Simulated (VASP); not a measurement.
Write the native input for VASP 6.6.1 that does the following.

- Task: single point
- Functional: LDA
- Potentials or basis: VASP PAW LDA potentials, release 64 (Cs_sv)
- Cutoff: 520 eV
- k mesh: 10 × 10 × 10
- Occupations: gaussian, width 0.15 eV
- Spin: no spin polarisation
- Dipole correction: no
- Further INCAR settings: ALGO = Fast; EDIFF = 1e-06; NBANDS = 10

The structure of Cs lies in POSCAR:

```
Cs
1.0
   -0.1480625902      3.9483357400      3.9483357400
    3.8002731498      0.0000000000      3.8002731498
    3.9483357400      3.9483357400     -0.1480625902
Cs
1
Direct
    0.0000000000      0.0000000000      0.0000000000
```

This cell differs from its parent crystal: strain -0.0750 x Voigt [0, 0, 0, 0, 1, 0].

These files were run (other wordings do the same):

INCAR

```
SYSTEM = Cs
PREC = Accurate ; ENCUT = 520
EDIFF = 1E-6 ; ISMEAR = 0
SIGMA = 0.15 ; LREAL = .False.
LASPH = .True. ; NELM = 60
ALGO = Fast ; ISIF = 2
LWAVE = .False. ; LCHARG = .False.
NBANDS = 10
```

KPOINTS

```
regular mesh
0
Gamma
  10 10 10
  0 0 0
```

Potentials or basis: VASP PAW LDA potentials, release 64 (Cs_sv).

Launch:

```sh
$ cat potpaw_LDA.64/Cs_sv/POTCAR > POTCAR
$ mpirun -np 1 vasp_std > vasp.out
```

It gave:

The pressure is -0.4 GPa and the band gap on the k mesh is zero (an odd number of electrons rules out a gap without spin polarisation).

Caveat: the cell differs from its parent crystal (strain -0.0750 x Voigt [0, 0, 0, 0, 1, 0]); spin-orbit coupling is left out, which moves the levels of the heavy elements.

Wall time 66 s on 1 thread of AMD EPYC 9R45 96-Core Processor (Zen 5) (shared host), peak memory 0.3 GiB.
